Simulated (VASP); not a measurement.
# TiO2 in VASP: settings compared, part 2 of 3

VASP 6.6.1. Earlier steps stand in the parts before.

## 3. Single point, PBEsol

INCAR

```
SYSTEM = TiO2
PREC = Accurate
ENCUT = 520
EDIFF = 1E-6
ISMEAR = -1
SIGMA = 0.05
LREAL = .FALSE.
LASPH = .TRUE.
NELM = 100
ALGO = Normal
ISIF = 2
LWAVE = .FALSE.
LCHARG = .TRUE.
GGA = PS
LELF = .TRUE.
LVHAR = .TRUE.
NBANDS = 33
```

KPOINTS

```
Automatic mesh
0
G
  6 6 2
  0 0 0
```

POSCAR

```
TiO2
1.0
    2.9591990089     -0.0000914911     -0.0067616588
   -1.4796726153      2.5628705022     -0.0048551047
   -0.0231339487     -0.0317881729      9.9082282518
Ti O
2 4
Direct
    0.3446788972      0.6692508065      0.6242954962
    0.6722887993      0.3318757948      0.1239151971
    0.6806191979      0.3382531176      0.7212019200
    0.3416361946      0.6676178459      0.2208218383
    0.0029067006     -0.0038505208      0.0271301228
    0.0085773956      0.0001311132      0.5275086970
```

Potentials or basis: VASP PAW PBE potentials, release 64 (Ti_sv, O).

Command:

```bash
$ cat potpaw_PBE.64/Ti_sv/POTCAR potpaw_PBE.64/O/POTCAR > POTCAR
$ mpirun -np 1 vasp_std > vasp.out
```

OUTCAR:

```text
SYSTEM = TiO2
   PREC = Accurate
   ENCUT = 520
   EDIFF = 1E-6
   ISMEAR = -1
   LREAL = .FALSE.
   LASPH = .TRUE.
   NELM = 100
   ISIF = 2
   GGA = PS

 ion  position               nearest neighbor table
   1  0.345  0.669  0.624-   6 1.96   6 1.96   6 1.96   3 1.96   3 1.96   3 1.96
   2  0.672  0.332  0.124-   5 1.96   5 1.96   5 1.96   4 1.96   4 1.96   4 1.96
   3  0.681  0.338  0.721-   1 1.96   1 1.96   1 1.96
   4  0.342  0.668  0.221-   2 1.96   2 1.96   2 1.96
   5  0.003  0.996  0.027-   2 1.96   2 1.96   2 1.96
   6  0.009  0.000  0.528-   1 1.96   1 1.96   1 1.96

  LATTYP: Found a triclinic cell.
 ALAT       =     2.9592177274
 B/A-ratio  =     0.9999962855
 C/A-ratio  =     3.3482856496
 COS(alpha) =     0.0046196368
 COS(beta)  =     0.0078713615
 COS(gamma) =     0.4999530200

  Lattice vectors:

 A1 = (   1.4795263936,   2.5627790111,  -0.0116167635)
 A2 = (   2.9591990089,  -0.0000914911,  -0.0067616588)
 A3 = (   0.0231339487,   0.0317881729,  -9.9082282518)

Analysis of symmetry for initial positions (statically):
=====================================================================
 Subroutine PRICEL returns:
 Original cell was already a primitive cell.

 Routine SETGRP: Setting up the symmetry group for a
 triclinic supercell.

 Subroutine GETGRP returns: Found  1 space group operations
 (whereof  1 operations were pure point group operations)
 out of a pool of  2 trial point group operations.

The static configuration has the point symmetry C_1 .

Analysis of symmetry for dynamics (positions and initial velocities):
=====================================================================
 Subroutine PRICEL returns:
 Original cell was already a primitive cell.

 Routine SETGRP: Setting up the symmetry group for a
 triclinic supercell.

 Subroutine GETGRP returns: Found  1 space group operations
 (whereof  1 operations were pure point group operations)
 out of a pool of  2 trial point group operations.

The dynamic configuration has the point symmetry C_1 .

 Subroutine INISYM returns: Found  1 space group operations
 (whereof  1 operations are pure point group operations),
 and found     1 'primitive' translations

----------------------------------------------------------------------------------------

                                     Primitive cell

  volume of cell :      75.1419

  direct lattice vectors                    reciprocal lattice vectors
     2.959199009 -0.000091491 -0.006761659     0.337938549  0.195111413  0.001414994
    -1.479672615  2.562870502 -0.004855105     0.000014924  0.390198475  0.001251893
    -0.023133949 -0.031788173  9.908228252     0.000230626  0.000324350  0.100927797

  length of vectors
     2.959206735  2.959351252  9.908306251     0.390221640  0.390200483  0.100928581

  position of ions in fractional coordinates (direct lattice)
     0.344678897  0.669250807  0.624295496
     0.672288799  0.331875795  0.123915197
     0.680619198  0.338253118  0.721201920
     0.341636195  0.667617846  0.220821838
     0.002906701  0.996149479  0.027130123
     0.008577396  0.000131113  0.527508697

  ion indices of the primitive-cell ions
   primitive index   ion index
                 1           1
                 2           2
                 3           3
                 4           4
                 5           5
[... 32 lines left out ...]
  0.333333 -0.000000  0.000000      2.000000
  0.500000 -0.000000  0.000000      1.000000
  0.000000  0.166667 -0.000000      2.000000
  0.166667  0.166667 -0.000000      2.000000
[... 16 lines left out ...]
  0.333333 -0.000000  0.500000      2.000000
  0.500000 -0.000000  0.500000      1.000000
 [... further k-points ...]
   k-points           NKPTS =     40   k-points in BZ     NKDIM =     40   number of bands    NBANDS=     33
   number of dos      NEDOS =    301   number of ions     NIONS =      6
   total plane-waves  NPLWV =  46080
   dimension x,y,z NGX =    24 NGY =   24 NGZ =   80
   dimension x,y,z NGXF=    48 NGYF=   48 NGZF=  160
   ions per type =               2   4
   NGX,Y,Z   is equivalent  to a cutoff of  13.48, 13.48, 13.42 a.u.
   NGXF,Y,Z  is equivalent  to a cutoff of  26.97, 26.96, 26.85 a.u.
 SYSTEM =  TiO2
   PREC   = accura    normal or accurate (medium, high low for compatibility)
   ISTART =      0    job   : 0-new  1-cont  2-samecut
   ICHARG =      2    charge: 1-file 2-atom 10-const
   ISPIN  =      1    spin polarized calculation?
   LNONCOLLINEAR =      F non collinear calculations
   LSORBIT =      F    spin-orbit coupling
   LASPH  =      T    aspherical Exc in radial PAW
   ENCUT  =  520.0 eV  38.22 Ry    6.18 a.u.   5.50  5.50 18.42*2*pi/ulx,y,z
   NELM   =    100;   NELMIN=  2; NELMDL= -5     # of ELM steps
   EDIFF  = 0.1E-05   stopping-criterion for ELM
   LREAL  =      F    real-space projection
   EDIFFG = 0.1E-04   stopping-criterion for IOM
   NSW    =      0    number of steps for IOM
   IBRION =     -1    ionic relax: 0-MD 1-quasi-New 2-CG
   NFREE  =      0    steps in history (QN), initial steepest desc. (CG)
   ISIF   =      2    stress and relaxation
   ISYM   =      2    0-nonsym 1-usesym 2-fastsym
   POTIM  = 0.5000    time-step for ionic-motion
   TEBEG  =    0.0;   TEEND  =   0.0 temperature during run
   PSTRESS=    0.0 pullay stress
   NELECT =      48.0000    total number of electrons
   NUPDOWN=      -1.0000    fix difference up-down
   EMIN   =  10.00;   EMAX   =-10.00  energy-range for DOS
   EFERMI =   0.00;   METHOD = LEGACY
   ISMEAR =    -1;   SIGMA  =   0.05  broadening in eV -4-tet -1-fermi 0-gaus
   EFERMI_NEDOS =   21; number of points for ismear=-14 and -15
   IALGO  =     38    algorithm
   IMIX   =      4    mixing-type and parameters
     AMIX     =   0.40;   BMIX     =  1.00
     AMIX_MAG =   1.60;   BMIX_MAG =  1.00
  volume/ion in A,a.u.               =      12.52        84.51
  Fermi-wavevector in a.u.,A,eV,Ry     =   1.409920  2.664363 27.046674  1.987874
  Thomas-Fermi vector in A             =   2.531927
   LORBIT       =      0    0 simple, 1 ext, 2 COOP (PROOUT), +10 PAW based schemes
   GGA     = PS    functional components
   LHFCALC =     F    Hartree Fock is set to
   AEXX    =    0.0000 exact exchange contribution
   IVDW    =     0    specifies the selected vdW correction
   LEPSILON=     F    determine dielectric tensor
   LRPA    =     F    only Hartree local field effects (RPA)
 non-spin polarized calculation
  energy-cutoff  :      520.00
  volume of cell :       75.14
 maximum number of plane-waves:      2075
 NGX is ok and might be reduce to    24
   NGX = 11   NGY = 11   NGZ = 37

 number of electron      48.0000003 magnetization

 Free energy of the ion-electron system (eV)
  ---------------------------------------------------
  ext. energy  EPLUGINS =         0.00000000
  ---------------------------------------------------
  free energy    TOTEN  =       -55.30349617 eV

  energy without entropy =      -55.30349617  energy(sigma->0) =      -55.30349617

 E-fermi :   3.1837     XC(G=0): -10.2299

 val. band max:        1.9536174153   @ k =   0.1667  -0.0000   0.0000
 cond. band min:       4.6542705054   @ k =   0.0000   0.0000   0.0000
 fundamental gap:      2.7006530901
 Fermi energy:         3.1836946747

 k-point     1 :       0.0000    0.0000    0.0000
  band No.  band energies     occupation
      1     -54.0955      2.00000
      2     -54.0953      2.00000
      3     -30.4830      2.00000
      4     -30.4822      2.00000
      5     -30.1769      2.00000
      6     -30.1769      2.00000
[... 853 lines left out ...]
     32       8.5238      0.00000
     33       8.9434      0.00000

 [... further k-points ...]

------------------------ aborting loop because EDIFF is reached ----------------------------------------

  FORCE on cell =-STRESS in cart. coord.  units (eV):
  Direction    XX          YY          ZZ          XY          YZ          ZX
  --------------------------------------------------------------------------------------
  -------------------------------------------------------------------------------------
  Total        0.3820931      0.3811301      0.1487000      0.0020462      0.0047196      0.0032516
  in kB        8.1469948      8.1264617      3.1705831      0.0436281      0.1006313      0.0693305
  external PRESSURE =       6.4813465 kB  Pullay stress =       0.0000000 kB

 VOLUME and BASIS-vectors are now :
 -----------------------------------------------------------------------------
  energy-cutoff  :      520.00
  volume of cell :       75.14
      direct lattice vectors                 reciprocal lattice vectors
     2.959199009 -0.000091491 -0.006761659     0.337938549  0.195111413  0.001414994
    -1.479672615  2.562870502 -0.004855105     0.000014924  0.390198475  0.001251893
    -0.023133949 -0.031788173  9.908228252     0.000230626  0.000324350  0.100927797

 POSITION                                       TOTAL-FORCE (eV/Angst)
 -----------------------------------------------------------------------------------
      0.01526      1.69533      6.18008        -0.000148     -0.000199     -0.000424
      1.49550      0.84655      1.22162        -0.000021      0.000205     -0.000053
      1.49690      0.84391      7.13959         0.000075     -0.000029      0.059480
      0.01801      1.70397      2.18240         0.000214      0.000120      0.059898
     -1.46600      2.55214      0.26396         0.000092      0.000163     -0.059251
      0.01298     -0.01643      5.22662        -0.000213     -0.000261     -0.059650
 -----------------------------------------------------------------------------------
    total drift:                               -0.000265     -0.000084      0.000079

  FREE ENERGIE OF THE ION-ELECTRON SYSTEM (eV)
  ---------------------------------------------------
  free  energy   TOTEN  =       -55.3034961665 eV

  energy  without entropy=      -55.3034961665  energy(sigma->0) =      -55.30349617
```

Run time: 67 s. Hardware: 1 thread of Intel Xeon Platinum 8488C (Sapphire Rapids), shared host; peak memory 0.24 GiB.

What came out:

```yaml
Free_energy: -55.3035 eV
Pressure: 0.6 GPa
Largest_force: 0.060 eV/Å
Band_gap_on_the_k_mesh: 2.70 eV (least direct gap 2.91 eV)
```

Forces in eV/Å, atoms in the order of the input:
```
Ti   0.000  0.000  0.000
Ti   0.000  0.000  0.000
O    0.000  0.000  0.059
O    0.000  0.000  0.060
O    0.000  0.000 -0.059
O    0.000  0.000 -0.060
```

Stress tensor (GPa, compression positive):
```
0.81 0.00 0.01
0.00 0.81 0.01
0.01 0.01 0.32
```

Caveat: the PAW data sets were made with another functional, which shifts forces and pressure a little.

[end of part 2 of 3]
